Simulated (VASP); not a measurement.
Crystal: LiF.

```
Li F
1.0
     2.55953    0.00000    0.00000
     0.00000    2.55953    0.00000
     0.00000    0.00000    2.55953
Li F
1 1
Direct
  0.00000 0.00000 0.00000
  0.50000 0.50000 0.50000
```

* Program: VASP 6.6.1
* Task: relaxation of cell and atoms
* Functional: PBEsol
* Dispersion: D3(BJ)
* Potentials or basis: VASP PAW PBE potentials, release 64 (Li_sv, F)
* Cutoff: 600 eV
* k mesh: 8 × 8 × 8
* Occupations: methfessel-paxton, width 0.02 eV
* Spin: no spin polarisation

At the start: pressure -6.3 GPa; volume 8.38 Å³/atom.

Task: How do energy, volume and symmetry change on relaxing?

Result: Over 4 steps the energy falls by 15.9 meV/atom and the volume is 7.64 Å³/atom (-8.9 %); space group Pm-3m (No. 221, to 0.05 Å).

Step by step:
```csv
step,energy change (eV),largest force (eV/Å),pressure (GPa),volume (Å³)
1,0.0000,0.0000,-6.27,16.77
2,-0.0239,0.0000,-3.39,15.98
3,-0.0317,0.0000,-0.27,15.33
4,-0.0317,0.0000,-0.02,15.28
```

Final structure:
```cif
data_structure
_symmetry_space_group_name_H-M 'P 1'
_symmetry_Int_Tables_number 1
_cell_length_a 2.4814
_cell_length_b 2.4814
_cell_length_c 2.4814
_cell_angle_alpha 90.000
_cell_angle_beta 90.000
_cell_angle_gamma 90.000
_cell_volume 15.28
loop_
_atom_site_label
_atom_site_type_symbol
_atom_site_fract_x
_atom_site_fract_y
_atom_site_fract_z
_atom_site_occupancy
Li1 Li 0.00000 0.00000 0.00000 1
F1 F 0.50000 0.50000 0.50000 1
```

Caveat: the cutoff is under 1.25 times the usual one of these potentials, so pressure, stress and relaxed cells hold a basis-set (Pulay) error; the PAW data sets were made with another functional, which shifts forces and pressure a little.
